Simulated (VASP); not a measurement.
# H (I4/mmm) in VASP: further runs

H is run at these levels: LDA; tasks: single point.

Everything below comes from runs of VASP 6.6.1. Logs are shortened: lines on timing, memory, paths and dates and some standing lists are left out, and cuts for length are marked.

## (1) The cell of the first run

Symmetry: I4/mmm, No. 139, tetragonal system. Conventional cell: a = 2.053 Å, b = 2.053 Å, c = 2.942 Å, α = 90.00°, β = 90.00°, γ = 90.00°. H (site symmetry 4mm) has 1 H at 0.76 Å within 1.0 Å.

## (2) Single point, LDA

INCAR reads:

```
ALGO = Normal
EDIFF = 1E-6
ENCUT = 500
GGA_COMPAT = F
ISIF = 2
ISMEAR = 0
LASPH = T
LCHARG = T
LELF = T
LREAL = F
LVHAR = T
LWAVE = F
NBANDS = 8
NELM = 120
PREC = Accurate
SIGMA = 0.01
```

KPOINTS reads:

```
k-points
0
Gamma
  12 12 12
```

POSCAR reads:

```
H
1.0
   -1.0263958065      1.0263958065      1.4709304576
    1.0263958065     -1.0263958065      1.4709304576
    1.0263958065      1.0263958065     -1.4709304576
H
2
Direct
    0.8709915001      0.8709915001      0.0000000000
    0.1290084999      0.1290084999      0.0000000000
```

Potentials or basis: VASP PAW LDA potentials, release 64 (H).

Run with:

```sh
$ cat potpaw_LDA.64/H/POTCAR > POTCAR
$ mpirun -np 1 vasp_std > vasp.out
```

OUTCAR:

```text
EDIFF = 1E-6
   ENCUT = 500
   ISIF = 2
   ISMEAR = 0
   LASPH = T
   LREAL = F
   NELM = 120
   PREC = Accurate

 ion  position               nearest neighbor table
   1  0.871  0.871  0.000-   2 0.76
   2  0.129  0.129  0.000-   1 0.76

  LATTYP: Found a body centered tetragonal cell.
 ALAT       =     2.0527916130
 C/A-ratio  =     1.4331025597

  Lattice vectors:

 A1 = (  -1.0263958065,   1.0263958065,   1.4709304576)
 A2 = (   1.0263958065,  -1.0263958065,   1.4709304576)
 A3 = (   1.0263958065,   1.0263958065,  -1.4709304576)

Analysis of symmetry for initial positions (statically):
=====================================================================
 Subroutine PRICEL returns:
 Original cell was already a primitive cell.

 Routine SETGRP: Setting up the symmetry group for a
 body centered tetragonal supercell.

 Subroutine GETGRP returns: Found 16 space group operations
 (whereof 16 operations were pure point group operations)
 out of a pool of 16 trial point group operations.

The static configuration has the point symmetry D_4h.

Analysis of symmetry for dynamics (positions and initial velocities):
=====================================================================
 Subroutine PRICEL returns:
 Original cell was already a primitive cell.

 Routine SETGRP: Setting up the symmetry group for a
 body centered tetragonal supercell.

 Subroutine GETGRP returns: Found 16 space group operations
 (whereof 16 operations were pure point group operations)
 out of a pool of 16 trial point group operations.

The dynamic configuration has the point symmetry D_4h.

 Subroutine INISYM returns: Found 16 space group operations
 (whereof 16 operations are pure point group operations),
 and found     1 'primitive' translations

----------------------------------------------------------------------------------------

                                     Primitive cell

  volume of cell :       6.1984

  direct lattice vectors                    reciprocal lattice vectors
    -1.026395807  1.026395807  1.470930458     0.000000000  0.487141507  0.339920897
     1.026395807 -1.026395807  1.470930458     0.487141507  0.000000000  0.339920897
     1.026395807  1.026395807 -1.470930458     0.487141507  0.487141507  0.000000000

  length of vectors
     2.066546180  2.066546180  2.066546180     0.594014363  0.594014363  0.688922126

  position of ions in fractional coordinates (direct lattice)
     0.870991500  0.870991500  0.000000000
     0.129008500  0.129008500  0.000000000

  ion indices of the primitive-cell ions
   primitive index   ion index
                 1           1
                 2           2

----------------------------------------------------------------------------------------

 KPOINTS: k-points

Automatic generation of k-mesh.
 Grid dimensions read from file:
 generate k-points for:   12   12   12

 Generating k-lattice:

  Cartesian coordinates                     Fractional coordinates (reciprocal lattice)
     0.000000000  0.040595126  0.028326741     0.083333333  0.000000000  0.000000000
     0.040595126  0.000000000  0.028326741     0.000000000  0.083333333  0.000000000
     0.040595126  0.040595126  0.000000000     0.000000000  0.000000000  0.083333333

  Length of vectors
     0.049501197  0.049501197  0.057410177

  Shift w.r.t. Gamma in fractional coordinates (k-lattice)
     0.000000000  0.000000000  0.000000000

 Subroutine IBZKPT returns following result:
 ===========================================

 Found    163 irreducible k-points:

 Following reciprocal coordinates:
            Coordinates               Weight
  0.000000  0.000000  0.000000      1.000000
  0.083333  0.000000 -0.000000      8.000000
  0.166667  0.000000  0.000000      8.000000
  0.250000  0.000000  0.000000      8.000000
  0.333333 -0.000000  0.000000      8.000000
  0.416667  0.000000  0.000000      8.000000
[... 16 lines left out ...]
  0.500000  0.166667  0.000000     16.000000
 -0.416667  0.166667  0.000000     16.000000
 [... further k-points ...]
   k-points           NKPTS =    163   k-points in BZ     NKDIM =    163   number of bands    NBANDS=      8
   number of dos      NEDOS =    301   number of ions     NIONS =      2
   total plane-waves  NPLWV =   4096
   dimension x,y,z NGX =    16 NGY =   16 NGZ =   16
   dimension x,y,z NGXF=    32 NGYF=   32 NGZF=   32
   ions per type =               2
   NGX,Y,Z   is equivalent  to a cutoff of  12.87, 12.87, 12.87 a.u.
   NGXF,Y,Z  is equivalent  to a cutoff of  25.74, 25.74, 25.74 a.u.
 SYSTEM =  unknown system
   PREC   = accura    normal or accurate (medium, high low for compatibility)
   ISTART =      0    job   : 0-new  1-cont  2-samecut
   ICHARG =      2    charge: 1-file 2-atom 10-const
   ISPIN  =      1    spin polarized calculation?
   LNONCOLLINEAR =      F non collinear calculations
   LSORBIT =      F    spin-orbit coupling
   LASPH  =      T    aspherical Exc in radial PAW
   ENCUT  =  500.0 eV  36.75 Ry    6.06 a.u.   3.77  3.77  3.77*2*pi/ulx,y,z
   NELM   =    120;   NELMIN=  2; NELMDL= -5     # of ELM steps
   EDIFF  = 0.1E-05   stopping-criterion for ELM
   LREAL  =      F    real-space projection
   EDIFFG = 0.1E-04   stopping-criterion for IOM
   NSW    =      0    number of steps for IOM
   IBRION =     -1    ionic relax: 0-MD 1-quasi-New 2-CG
   NFREE  =      0    steps in history (QN), initial steepest desc. (CG)
   ISIF   =      2    stress and relaxation
   ISYM   =      2    0-nonsym 1-usesym 2-fastsym
   POTIM  = 0.5000    time-step for ionic-motion
   TEBEG  =    0.0;   TEEND  =   0.0 temperature during run
   PSTRESS=    0.0 pullay stress
   NELECT =       2.0000    total number of electrons
   NUPDOWN=      -1.0000    fix difference up-down
   EMIN   =  10.00;   EMAX   =-10.00  energy-range for DOS
   EFERMI =   0.00;   METHOD = LEGACY
   ISMEAR =     0;   SIGMA  =   0.01  broadening in eV -4-tet -1-fermi 0-gaus
   EFERMI_NEDOS =   21; number of points for ismear=-14 and -15
   IALGO  =     38    algorithm
   IMIX   =      4    mixing-type and parameters
     AMIX     =   0.40;   BMIX     =  1.00
     AMIX_MAG =   1.60;   BMIX_MAG =  1.00
  volume/ion in A,a.u.               =       3.10        20.91
  Fermi-wavevector in a.u.,A,eV,Ry     =   1.122856  2.121891 17.154313  1.260806
  Thomas-Fermi vector in A             =   2.259519
   LORBIT       =      0    0 simple, 1 ext, 2 COOP (PROOUT), +10 PAW based schemes
   GGA     = CA    functional components
   LHFCALC =     F    Hartree Fock is set to
   AEXX    =    0.0000 exact exchange contribution
   IVDW    =     0    specifies the selected vdW correction
   LEPSILON=     F    determine dielectric tensor
   LRPA    =     F    only Hartree local field effects (RPA)
 non-spin polarized calculation
 Gauss-broadening in eV      SIGMA  =   0.01
  energy-cutoff  :      500.00
  volume of cell :        6.20
 maximum number of plane-waves:       169
   NGX =  7   NGY =  7   NGZ =  7

 number of electron       2.0000000 magnetization

 Free energy of the ion-electron system (eV)
  ---------------------------------------------------
  ext. energy  EPLUGINS =         0.00000000
  ---------------------------------------------------
  free energy    TOTEN  =        -6.30074035 eV

  energy without entropy =       -6.30074035  energy(sigma->0) =       -6.30074035

 E-fermi :   0.0622     XC(G=0): -10.5477

 val. band max:        0.0219460764   @ k =   0.5000   0.5000   0.4167
 cond. band min:       3.3289028534   @ k =   0.5000   0.0000   0.0000
 fundamental gap:      3.3069567770
 Fermi energy:         0.0621684969

 k-point     1 :       0.0000    0.0000    0.0000
  band No.  band energies     occupation
      1     -13.9047      2.00000
      2      28.0860      0.00000
      3      30.4194      0.00000
      4      42.5103      0.00000
      5      42.5103      0.00000
      6      42.8014      0.00000
      7      42.8014      0.00000
      8      45.9759      0.00000

 k-point     2 :       0.0833    0.0000   -0.0000
  band No.  band energies     occupation
      1     -13.5648      2.00000
      2      25.4609      0.00000
      3      31.1246      0.00000
      4      38.2608      0.00000
      5      40.1429      0.00000
      6      43.9620      0.00000
      7      45.7921      0.00000
      8      46.5951      0.00000

 k-point     3 :       0.1667    0.0000    0.0000
  band No.  band energies     occupation
      1     -12.5522      2.00000
      2      20.5628      0.00000
      3      31.1335      0.00000
      4      34.7379      0.00000
      5      38.3257      0.00000
      6      45.2234      0.00000
      7      48.4723      0.00000
      8      48.7168      0.00000

 k-point     4 :       0.2500    0.0000    0.0000
  band No.  band energies     occupation
      1     -10.8958      2.00000
      2      15.0744      0.00000
      3      30.6432      0.00000
      4      32.6129      0.00000
      5      37.1957      0.00000
      6      43.5878      0.00000
      7      46.4230      0.00000
      8      46.7651      0.00000

 k-point     5 :       0.3333   -0.0000    0.0000
  band No.  band energies     occupation
      1      -8.6749      2.00000
      2       9.8295      0.00000
      3      30.1841      0.00000
      4      31.3968      0.00000
      5      36.7195      0.00000
      6      41.1808      0.00000
      7      43.7845      0.00000
      8      43.8698      0.00000

 k-point     6 :       0.4167    0.0000    0.0000
  band No.  band energies     occupation
      1      -6.1788      2.00000
      2       5.4362      0.00000
      3      29.9235      0.00000
      4      30.7828      0.00000
      5      36.7711      0.00000
      6      39.5440      0.00000
      7      41.5866      0.00000
      8      42.2244      0.00000

 k-point     7 :       0.5000    0.0000    0.0000
  band No.  band energies     occupation
      1      -4.7132      2.00000
      2       3.3289      0.00000
      3      29.8493      0.00000
      4      30.5999      0.00000
      5      36.9378      0.00000
      6      38.9696      0.00000
      7      40.7000      0.00000
      8      41.6594      0.00000

 k-point     8 :       0.0833    0.0833    0.0000
  band No.  band energies     occupation
      1     -12.9999      2.00000
      2      22.4379      0.00000
      3      32.9912      0.00000
      4      33.4355      0.00000
      5      39.8438      0.00000
      6      44.9034      0.00000
      7      45.7435      0.00000
      8      48.3195      0.00000

 k-point     9 :       0.1667    0.0833   -0.0000
  band No.  band energies     occupation
      1     -11.7709      2.00000
      2      18.1599      0.00000
      3      29.5905      0.00000
      4      33.3553      0.00000
      5      38.8994      0.00000
      6      44.4659      0.00000
      7      45.7201      0.00000
      8      47.9912      0.00000

 k-point    10 :       0.2500    0.0833    0.0000
  band No.  band energies     occupation
      1      -9.9168      2.00000
      2      13.1827      0.00000
      3      27.4773      0.00000
      4      32.7276      0.00000
      5      37.5800      0.00000
      6      42.0796      0.00000
      7      42.9027      0.00000
      8      51.5605      0.00000
[... 78 lines left out ...]
 k-point    18 :      -0.0833    0.0833    0.0000
  band No.  band energies     occupation
      1     -13.4522      2.00000
      2      26.6215      0.00000
      3      28.3813      0.00000
      4      38.6949      0.00000
      5      38.7250      0.00000
      6      45.0096      0.00000
      7      45.2424      0.00000
      8      49.7272      0.00000

 k-point    19 :       0.1667    0.1667    0.0000
  band No.  band energies     occupation
      1     -10.3411      2.00000
      2      15.2718      0.00000
      3      24.7709      0.00000
      4      33.4245      0.00000
      5      38.2360      0.00000
      6      44.2383      0.00000
      7      44.5022      0.00000
      8      47.7990      0.00000

 k-point    20 :       0.2500    0.1667    0.0000
  band No.  band energies     occupation
      1      -8.3234      2.00000
      2      11.5206      0.00000
      3      21.9831      0.00000
      4      31.8156      0.00000
      5      35.8360      0.00000
      6      43.3884      0.00000
      7      44.5788      0.00000
      8      51.1569      0.00000

 k-point    21 :       0.3333    0.1667    0.0000
  band No.  band energies     occupation
      1      -5.9166      2.00000
      2       7.5230      0.00000
      3      20.9685      0.00000
      4      29.8980      0.00000
      5      33.5808      0.00000
      6      43.2320      0.00000
      7      44.7928      0.00000
      8      56.2383      0.00000

 k-point    22 :       0.4167    0.1667    0.0000
  band No.  band energies     occupation
      1      -3.9437      2.00000
      2       4.7676      0.00000
      3      21.0556      0.00000
      4      28.3441      0.00000
      5      31.9672      0.00000
      6      43.7402      0.00000
      7      45.5695      0.00000
      8      56.0454      0.00000

 k-point    23 :       0.5000    0.1667    0.0000
  band No.  band energies     occupation
      1      -4.4709      2.00000
      2       5.6193      0.00000
      3      21.8164      0.00000
      4      27.4204      0.00000
      5      31.1967      0.00000
      6      44.7868      0.00000
      7      46.9263      0.00000
      8      52.9636      0.00000

 k-point    24 :      -0.4167    0.1667    0.0000
  band No.  band energies     occupation
      1      -6.7678      2.00000
      2       9.4130      0.00000
      3      22.8730      0.00000
      4      27.3270      0.00000
      5      31.4542      0.00000
      6      45.3109      0.00000
      7      47.3631      0.00000
      8      49.4489      0.00000

 [... further k-points ...]
[... 5 lines left out ...]
  --------------------------------------------------------------------------------------
  -------------------------------------------------------------------------------------
  Total        1.5123515      1.5123515      1.5183652      0.0000000      0.0000000      0.0000000
  in kB      390.9142089    390.9142089    392.4686302      0.0000000      0.0000000      0.0000000
  external PRESSURE =     391.4323494 kB  Pullay stress =       0.0000000 kB

 VOLUME and BASIS-vectors are now :
 -----------------------------------------------------------------------------
  energy-cutoff  :      500.00
  volume of cell :        6.20
      direct lattice vectors                 reciprocal lattice vectors
    -1.026395807  1.026395807  1.470930458     0.000000000  0.487141507  0.339920897
     1.026395807 -1.026395807  1.470930458     0.487141507  0.000000000  0.339920897
     1.026395807  1.026395807 -1.470930458     0.487141507  0.487141507  0.000000000

 POSITION                                       TOTAL-FORCE (eV/Angst)
 -----------------------------------------------------------------------------------
      0.00000      0.00000      2.56234        -0.000000     -0.000000     -0.021063
      0.00000      0.00000      0.37953         0.000000      0.000000      0.021063
 -----------------------------------------------------------------------------------
    total drift:                                0.000000      0.000000      0.000000

  FREE ENERGIE OF THE ION-ELECTRON SYSTEM (eV)
  ---------------------------------------------------
  free  energy   TOTEN  =        -6.3007403477 eV

  energy  without entropy=       -6.3007403477  energy(sigma->0) =       -6.30074035
```

It took 2.5 s on 1 thread of Intel Xeon 6975P-C (Granite Rapids), shared host; peak memory 0.1 GiB.

Results:

```yaml
Free_energy: -6.3007 eV
Pressure: 39.1 GPa
Largest_force: 0.021 eV/Å
Band_gap_on_the_k_mesh: 3.31 eV (least direct gap 3.83 eV)
```

Forces on the atoms (eV/Å):
```
H    0.000  0.000 -0.021
H    0.000  0.000  0.021
```

Stress tensor (GPa, compression positive):
```
39.09  0.00  0.00
 0.00 39.09  0.00
 0.00  0.00 39.25
```

Levels at points of the mesh, in eV from the valence-band top:
```tsv
k point	band 1	band 2	band 3	band 4	band 5
(0.00, 0.00, 0.00)	-13.93	28.06	30.40	42.49	42.49
(0.50, 0.00, 0.00)	-4.74	3.31	29.83	30.58	36.92
(0.50, 0.50, 0.00)	-2.05	9.18	17.16	22.82	26.47
(0.50, 0.50, 0.50)	-0.05	3.79	19.00	25.44	25.44
```

Caveat: the cell stands under pressure.

[end of part 1 of 2]
